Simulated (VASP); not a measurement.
Set up this calculation in VASP 6.6.1, as the native input.

```
Task                   : single point
Functional             : LDA
Potentials or basis    : VASP PAW LDA potentials, release 64 (Mg)
Cutoff                 : 520 eV
k mesh                 : 11 × 11 × 11, shifted
Occupations            : fermi-dirac, width 0.1 eV
Spin                   : no spin polarisation
Dipole correction      : no
Further INCAR settings : ALGO = Normal; EDIFF = 1e-06; NBANDS = 7; ISYM = 0
```

The structure of Mg lies in POSCAR:

```
Mg
1.0
    3.0755479171     -0.0129579628     -0.0091626634
    1.5265520336      2.6699816081     -0.0091626634
    1.5265520336      0.8813552275      2.5203370221
Mg
1
Direct
    0.0000000000      0.0000000000      0.0000000000
```

One way to write it, as run:

INCAR

```
PREC = Accurate ; ENCUT = 520
EDIFF = 1E-6 ; ISMEAR = -1
SIGMA = 0.1 ; LREAL = False
LASPH = True ; NELM = 60
ALGO = Normal ; ISIF = 2
LWAVE = False ; LCHARG = False
NBANDS = 7 ; ISYM = 0
```

KPOINTS

```
Automatic mesh
0
Gamma
  11 11 11
  0.5 0.5 0.5
```

Potentials or basis: VASP PAW LDA potentials, release 64 (Mg).

The run is started by

```sh
$ cat potpaw_LDA.64/Mg/POTCAR > POTCAR
$ mpirun -np 1 vasp_std > vasp.out
```

It gave:

- Pressure: 1.7 GPa
- Band gap on the k mesh: zero (band 1 reaches 4.04 eV, above the bottom of band 2 at 1.77 eV)

Wall time 2.1 min on 1 thread of AMD EPYC 7R43 64-Core Processor (Zen 3) (shared host), peak memory 0.17 GiB.
